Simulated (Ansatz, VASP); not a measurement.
# Al12H in VASP and in Ansatz

Contents of INCAR:

```
SYSTEM = Al12H
PREC = Accurate ; ENCUT = 520
EDIFF = 1E-7 ; ISMEAR = 0
SIGMA = 0.1 ; LREAL = .False.
LASPH = .True. ; NELM = 150
ALGO = Normal ; ISIF = 2
LWAVE = .False. ; LCHARG = .True.
ISPIN = 2 ; MAGMOM = 0 0 0 0 0 0 0 0 0 0 0 0 1
LORBIT = 11 ; LDIPOL = .True.
IDIPOL = 3 ; DIPOL = 0.5 0.5 0.304
GGA = PE ; LELF = .True.
LVHAR = .True. ; LVACPOTAV = .True.
NBANDS = 34
```

KPOINTS

```
Automatic mesh
0
Gamma
  6 6 1
  0 0 0
```

Contents of POSCAR:

```
Al12H
1.0
    5.7143028096      0.0000000000      0.0000000000
   -2.8571514048      4.9487313980      0.0000000000
    0.0000000000      0.0000000000     21.6016424764
Al H
12 1
Direct
    0.3333333333      0.1666666667      0.1851711047
    0.3333333333      0.6666666667      0.1851711047
    0.8333333333      0.1666666667      0.1851711047
    0.8333333333      0.6666666667      0.1851711047
    0.1666666667      0.3333333333      0.2916873740
    0.1666666667      0.8333333333      0.2916873740
    0.6666666667      0.3333333333      0.2916873740
    0.6666666667      0.8333333333      0.2916873740
    0.0000000000      0.0000000000      0.3981939098
    0.0000000000      0.5000000000      0.3981939098
    0.5000000000      0.0000000000      0.3981939098
    0.5000000000      0.5000000000      0.3981939098
    0.3333333333     -0.3333333333      0.4528193857
```

Input for Ansatz:

```yaml
crystal:
  lattice:
    - [5.7143028096, 0.0, 0.0]
    - [-2.8571514048, 4.948731398, 0.0]
    - [0.0, 0.0, 21.6016424764]
  atoms:
    - { symbol: Al, position: [0.3333333333, 0.1666666667, 0.1851711047] }
    - { symbol: Al, position: [0.3333333333, 0.6666666667, 0.1851711047] }
    - { symbol: Al, position: [0.8333333333, 0.1666666667, 0.1851711047] }
    - { symbol: Al, position: [0.8333333333, 0.6666666667, 0.1851711047] }
    - { symbol: Al, position: [0.1666666667, 0.3333333333, 0.291687374] }
    - { symbol: Al, position: [0.1666666667, 0.8333333333, 0.291687374] }
    - { symbol: Al, position: [0.6666666667, 0.3333333333, 0.291687374] }
    - { symbol: Al, position: [0.6666666667, 0.8333333333, 0.291687374] }
    - { symbol: Al, position: [0.0, 0.0, 0.3981939098] }
    - { symbol: Al, position: [0.0, 0.5, 0.3981939098] }
    - { symbol: Al, position: [0.5, 0.0, 0.3981939098] }
    - { symbol: Al, position: [0.5, 0.5, 0.3981939098] }
    - { symbol: H, position: [0.3333333333, -0.3333333333, 0.4528193857], spin: 1.0 }
basis:
  ecutwfc: 420
kpoints:
  mp_grid: { grid: [6, 6, 1] }
hamiltonian:
  xc: pbe
scf:
  occupations: { method: gaussian, width: 0.1 }
output:
  forces: true
  eigenvalues: true
  populations: true
magnetization:
  spin_polarized: true
efield:
  axis: 3
  dipole_correction: true
  ramp_width: 0.04
```

Alike in both runs: task single point; functional PBE; k mesh 6 × 6 × 1; occupations gaussian, width 0.1 eV; collinear spin.

|  | VASP | Ansatz |
| --- | --- | --- |
| version | VASP 6.6.1 | Ansatz 0.2.0 |
| potentials or method | VASP PAW PBE potentials, release 64 (Al, H), cutoff 520 eV | scalar-relativistic, plane waves, PAW |
| valence electrons in the cell | 37 | 37 |

|  | VASP | Ansatz | Ansatz less VASP |
| --- | --- | --- | --- |
| gap on the k mesh at the Fermi level (eV) | none | none | - |
| rms of the force components (eV/Å) | 0.138 | 0.138 | -0.0002 |
| net moment per atom (μB) | 0.00 | 0.00 | 0.000 |
| work function, face that differs most (eV) | 3.97 | 3.97 | -0.002 |

Atom by atom the forces differ by 0.001 eV/Å (rms over components). A gap of «none» marks a metal or a gap that the smearing closes. The functional is the same, so the differences come from potentials, cutoffs and numerics. Ansatz's warnings: seeded moment not kept.
